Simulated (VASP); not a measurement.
# Cr (P6_3/mmc) in VASP: single point with LDA

Aim: the single point of Cr with LDA.

Program: VASP 6.6.1. These are calculated values, not measurements. Logs are shortened: lines on timing, memory, paths and dates and some standing lists are left out, and cuts for length are marked.

## (1) The cell of the first run

It takes space group P6_3/mmc (No. 194, hexagonal). Conventional cell: a = 2.802 Å, b = 2.802 Å, c = 4.552 Å, α = 90.00°, β = 90.00°, γ = 120.00°. Within 3.7 Å of Cr (site symmetry -6m2) lie 12 Cr at 2.79 to 2.80 Å.

This isn't the form of Cr at room conditions, which is bcc.

## (2) Single point, LDA (15.47 Å³/atom)

The input, INCAR:

```
PREC     = Accurate       # precision mode
ENCUT    = 700            # plane-wave cutoff, eV
EDIFF    = 1E-6           # SCF threshold, eV
ISMEAR   = -1             # smearing method
SIGMA    = 0.03           # smearing width, eV
LREAL    = F              # projectors in reciprocal space
LASPH    = T              # aspherical terms in the spheres
NELM     = 120            # most SCF steps
ALGO     = Normal         # electronic algorithm
ISIF     = 2              # what is computed and relaxed
LWAVE    = F              # write WAVECAR
LCHARG   = F              # write CHGCAR
NBANDS   = 21             # bands
GGA_COMPAT= F
```

The input, KPOINTS:

```
regular mesh
0
Gamma
  12 12 7
```

The input, POSCAR:

```
Cr
1.0
    2.8016082334      0.0000000000      0.0000000000
   -1.4008041167      2.4262639016      0.0000000000
    0.0000000000      0.0000000000      4.5523553092
Cr
2
Direct
    0.3333333333      0.6666666667      0.2500000000
    0.6666666667      0.3333333333      0.7500000000
```

Potentials or basis: VASP PAW LDA potentials, release 64 (Cr_sv).

The run is started by

```
cat potpaw_LDA.64/Cr_sv/POTCAR > POTCAR
mpirun -np 1 vasp_std > vasp.out
```

OUTCAR:

```text
PREC = Accurate
   ENCUT = 700
   EDIFF = 1E-6
   ISMEAR = -1
   LREAL = F
   LASPH = T
   NELM = 120
   ISIF = 2

 ion  position               nearest neighbor table
   1  0.333  0.667  0.250-   2 2.79   2 2.79   2 2.79   2 2.79   2 2.79   2 2.79
   2  0.667  0.333  0.750-   1 2.79   1 2.79   1 2.79   1 2.79   1 2.79   1 2.79

  LATTYP: Found a hexagonal cell.
 ALAT       =     2.8016082334
 C/A-ratio  =     1.6249078850

  Lattice vectors:

 A1 = (   2.8016082334,   0.0000000000,   0.0000000000)
 A2 = (  -1.4008041167,   2.4262639016,   0.0000000000)
 A3 = (   0.0000000000,   0.0000000000,   4.5523553092)

Analysis of symmetry for initial positions (statically):
=====================================================================
 Subroutine PRICEL returns:
 Original cell was already a primitive cell.

 Routine SETGRP: Setting up the symmetry group for a
 hexagonal supercell.

 Subroutine GETGRP returns: Found 24 space group operations
 (whereof 12 operations were pure point group operations)
 out of a pool of 24 trial point group operations.

The static configuration has the point symmetry D_3d.
 The point group associated with its full space group is D_6h.

Analysis of symmetry for dynamics (positions and initial velocities):
=====================================================================
 Subroutine PRICEL returns:
 Original cell was already a primitive cell.

 Routine SETGRP: Setting up the symmetry group for a
 hexagonal supercell.

 Subroutine GETGRP returns: Found 24 space group operations
 (whereof 12 operations were pure point group operations)
 out of a pool of 24 trial point group operations.

The dynamic configuration has the point symmetry D_3d.
 The point group associated with its full space group is D_6h.

 Subroutine INISYM returns: Found 24 space group operations
 (whereof 12 operations are pure point group operations),
 and found     1 'primitive' translations

----------------------------------------------------------------------------------------

                                     Primitive cell

  volume of cell :      30.9444

  direct lattice vectors                    reciprocal lattice vectors
     2.801608233  0.000000000  0.000000000     0.356937843  0.206078160  0.000000000
    -1.400804117  2.426263902  0.000000000     0.000000000  0.412156320  0.000000000
     0.000000000  0.000000000  4.552355309     0.000000000  0.000000000  0.219666509

  length of vectors
[... 79 lines left out ...]
   LASPH  =      T    aspherical Exc in radial PAW
   ENCUT  =  700.0 eV  51.45 Ry    7.17 a.u.   6.04  6.04  9.82*2*pi/ulx,y,z
   NELM   =    120;   NELMIN=  2; NELMDL= -5     # of ELM steps
   EDIFF  = 0.1E-05   stopping-criterion for ELM
   LREAL  =      F    real-space projection
   EDIFFG = 0.1E-04   stopping-criterion for IOM
   NSW    =      0    number of steps for IOM
   IBRION =     -1    ionic relax: 0-MD 1-quasi-New 2-CG
   NFREE  =      0    steps in history (QN), initial steepest desc. (CG)
   ISIF   =      2    stress and relaxation
   ISYM   =      2    0-nonsym 1-usesym 2-fastsym
   POTIM  = 0.5000    time-step for ionic-motion
   TEBEG  =    0.0;   TEEND  =   0.0 temperature during run
   PSTRESS=    0.0 pullay stress
   NELECT =      28.0000    total number of electrons
   NUPDOWN=      -1.0000    fix difference up-down
   EMIN   =  10.00;   EMAX   =-10.00  energy-range for DOS
   EFERMI =   0.00;   METHOD = LEGACY
   ISMEAR =    -1;   SIGMA  =   0.03  broadening in eV -4-tet -1-fermi 0-gaus
   EFERMI_NEDOS =   21; number of points for ismear=-14 and -15
   IALGO  =     38    algorithm
   IMIX   =      4    mixing-type and parameters
     AMIX     =   0.40;   BMIX     =  1.00
     AMIX_MAG =   1.60;   BMIX_MAG =  1.00
  volume/ion in A,a.u.               =      15.47       104.41
  Fermi-wavevector in a.u.,A,eV,Ry     =   1.583435  2.992259 34.113441  2.507267
  Thomas-Fermi vector in A             =   2.683206
   LORBIT       =      0    0 simple, 1 ext, 2 COOP (PROOUT), +10 PAW based schemes
   GGA     = CA    functional components
   LHFCALC =     F    Hartree Fock is set to
   AEXX    =    0.0000 exact exchange contribution
   IVDW    =     0    specifies the selected vdW correction
   LEPSILON=     F    determine dielectric tensor
   LRPA    =     F    only Hartree local field effects (RPA)
 non-spin polarized calculation
  energy-cutoff  :      700.00
  volume of cell :       30.94
 maximum number of plane-waves:      1320
   NGX = 13   NGY = 13   NGZ = 19

 number of electron      28.0000005 magnetization

 Free energy of the ion-electron system (eV)
  ---------------------------------------------------
  ext. energy  EPLUGINS =         0.00000000
  ---------------------------------------------------
  free energy    TOTEN  =       -18.80461781 eV

  energy without entropy =      -18.78383924  energy(sigma->0) =      -18.79422853

 E-fermi :   9.1056     XC(G=0): -12.4105

 val. band max:        9.0991083251   @ k =   0.4167   0.0000   0.0000
 cond. band min:       9.1079932827   @ k =   0.0833   0.0833   0.1429
 fundamental gap:      0.0088849576
 Fermi energy:         9.1055544103

 k-point     1 :       0.0000    0.0000    0.0000
  band No.  band energies     occupation
      1     -61.6262      2.00000
      2     -61.5635      2.00000
      3     -33.5195      2.00000
      4     -33.2382      2.00000
      5     -33.2382      2.00000
      6     -33.1870      2.00000
[... 565 lines left out ...]
     20      14.0276      0.00000
     21      17.5405      0.00000

 [... further k-points ...]

------------------------ aborting loop because EDIFF is reached ----------------------------------------

  FORCE on cell =-STRESS in cart. coord.  units (eV):
  Direction    XX          YY          ZZ          XY          YZ          ZX
  --------------------------------------------------------------------------------------
  -------------------------------------------------------------------------------------
  Total       -9.1437865     -9.1437865     -7.8211191      0.0000000      0.0000000      0.0000000
  in kB     -473.4292257   -473.4292257   -404.9467249      0.0000000      0.0000000      0.0000000
  external PRESSURE =    -450.6017255 kB  Pullay stress =       0.0000000 kB

 VOLUME and BASIS-vectors are now :
 -----------------------------------------------------------------------------
  energy-cutoff  :      700.00
  volume of cell :       30.94
      direct lattice vectors                 reciprocal lattice vectors
     2.801608233  0.000000000  0.000000000     0.356937843  0.206078160  0.000000000
    -1.400804117  2.426263902  0.000000000     0.000000000  0.412156320  0.000000000
     0.000000000  0.000000000  4.552355309     0.000000000  0.000000000  0.219666509

 POSITION                                       TOTAL-FORCE (eV/Angst)
 -----------------------------------------------------------------------------------
     -0.00000      1.61751      1.13809        -0.000000      0.000000      0.000000
      1.40080      0.80875      3.41427         0.000000     -0.000000      0.000000
 -----------------------------------------------------------------------------------
    total drift:                               -0.000000      0.000000     -0.000000

  FREE ENERGIE OF THE ION-ELECTRON SYSTEM (eV)
  ---------------------------------------------------
  free  energy   TOTEN  =       -18.8046178134 eV

  energy  without entropy=      -18.7838392416  energy(sigma->0) =      -18.79422853
```

stdout:

```text
POSCAR found type information on POSCAR Cr
 POSCAR found :  1 types and       2 ions
 scaLAPACK will be used
 LDA part: xc-table for (Slater(with rela. corr.)+CA(PZ))
 , standard interpolation
 POSCAR, INCAR and KPOINTS ok, starting setup
 FFT: planning ... GRIDC
 FFT: planning ... GRID_SOFT
 FFT: planning ... GRID
 WAVECAR not read
 entering main loop
```

It took 20 s on 1 thread of Intel Xeon 6975P-C (Granite Rapids), shared host; peak memory 0.17 GiB.

Results:

- Free energy: -18.8046 eV
- Pressure: -45.1 GPa
- Band gap on the k mesh: zero (bands 14 and 15 overlap by 0.78 eV)

Levels at points of the mesh, in eV from the Fermi level:
```tsv
k point	band 11	band 12	band 13	band 14	band 15	band 16	band 17	band 18
(0.00, 0.00, 0.00)	-0.26	-0.26	-0.26	0.07	0.07	0.47	0.47	0.55
(0.50, 0.00, 0.00)	-2.22	-0.85	-0.38	-0.31	0.07	1.71	1.81	1.86
```

Caveat: the stress differs along the axes, from -47 to -40 GPa; the run has no spin polarisation, though such a crystal can be magnetic.
